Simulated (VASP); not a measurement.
Write the native input for VASP 6.6.1 that does the following.

```yaml
Task: single point
Functional: PBEsol
Potentials_or_basis: VASP PAW PBE potentials, release 64 (Rb_sv, Br)
Cutoff: 520 eV
k_mesh: 6 × 6 × 6
Occupations: gaussian, width 0.01 eV
Spin: non-collinear spin, zero start, spin-orbit coupling
Starting_moments: "[[0.0, 0.0, 0.0], [0.0, 0.0, 0.0]] μB"
Dipole_correction: no
Further_INCAR_settings: ALGO = Normal; EDIFF = 1e-06; NBANDS = 28
```

The structure of RbBr lies in POSCAR:

```
RbBr
1.0
    0.0000000000      3.4249234702      3.4249234702
    3.4249234702      0.0000000000      3.4249234702
    3.4249234702      3.4249234702      0.0000000000
Rb Br
1 1
Direct
    0.0000000000      0.0000000000      0.0000000000
    0.5000000000      0.5000000000      0.5000000000
```

One way to write it, as run:

INCAR

```
SYSTEM = RbBr
  PREC = Accurate
  ENCUT = 520
  EDIFF = 1E-6
  ISMEAR = 0
  SIGMA = 0.01
  LREAL = .False.
  LASPH = .True.
  NELM = 150
  ALGO = Normal
  ISIF = 2
  LWAVE = .False.
  LCHARG = .False.
  MAGMOM = 0 0 0 0 0 0
  LORBIT = 11
  LSORBIT = .True.
  GGA_COMPAT = .False.
  LORBMOM = .True.
  GGA = PS
  NBANDS = 28
```

KPOINTS

```
regular mesh
0
Gamma
  6 6 6
  0 0 0
```

Potentials or basis: VASP PAW PBE potentials, release 64 (Rb_sv, Br).

The run is started by

```sh
$ cat potpaw_PBE.64/Rb_sv/POTCAR potpaw_PBE.64/Br/POTCAR > POTCAR
$ mpirun -np 1 vasp_ncl > vasp.out
```

It gave:

The pressure is 0.0 GPa, the net moment is 0.00 μB per cell and the valence electrons inside the program's atomic spheres are Rb 7.31; Br 4.87.

Caveat: the PAW data sets were made with another functional, which shifts forces and pressure a little.

Wall time 79 s on 1 thread of Intel(R) Xeon(R) 6975P-C (Granite Rapids) (shared host), peak memory 0.39 GiB.
